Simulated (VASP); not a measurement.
Input of a VASP 6.6.1 run:

Contents of INCAR:

```
ALGO = Normal
EDIFF = 1E-6
ENCUT = 520
GGA = PE
ISIF = 2
ISMEAR = 0
LASPH = T
LCHARG = F
LREAL = F
LWAVE = F
NBANDS = 48
NELM = 80
PREC = Accurate
SIGMA = 0.012
```

KPOINTS

```
k-points
0
Gamma
  8 8 2
```

Contents of POSCAR:

```
InSe
1.0
    4.0473293151      0.0000000000      0.0000000000
   -2.0236646576      3.5050900044      0.0000000000
    0.0000000000      0.0000000000     18.0520649100
In Se
4 4
Direct
    0.3333333333      0.6666666667      0.0773904900
    0.3333333333      0.6666666667      0.9226095100
    0.0000000000      0.0000000000      0.4226063200
    0.0000000000      0.0000000000      0.5773936800
    0.3333333333      0.6666666667      0.3529842800
    0.3333333333      0.6666666667      0.6470157200
    0.6666666667      0.3333333333      0.1469999300
    0.6666666667      0.3333333333      0.8530000700
```

Potentials or basis: VASP PAW PBE potentials, release 64 (In_d, Se).

Run with:

```console
$ cat potpaw_PBE.64/In_d/POTCAR potpaw_PBE.64/Se/POTCAR > POTCAR
$ mpirun -np 1 vasp_std > vasp.out
```

(1) Estimate the pressure.

(2) What does it give for the largest force?

(3) What does it give for the band gap on the k mesh?

Results:

(1) 1.4 GPa.

(2) 0.255 eV/Å.

(3) 0.72 eV, direct.

Caveat: spin-orbit coupling is left out, which moves the levels of the heavy elements; this functional lacks dispersion, which binds the layers, so the pressure and a relaxed spacing across them are unreliable.
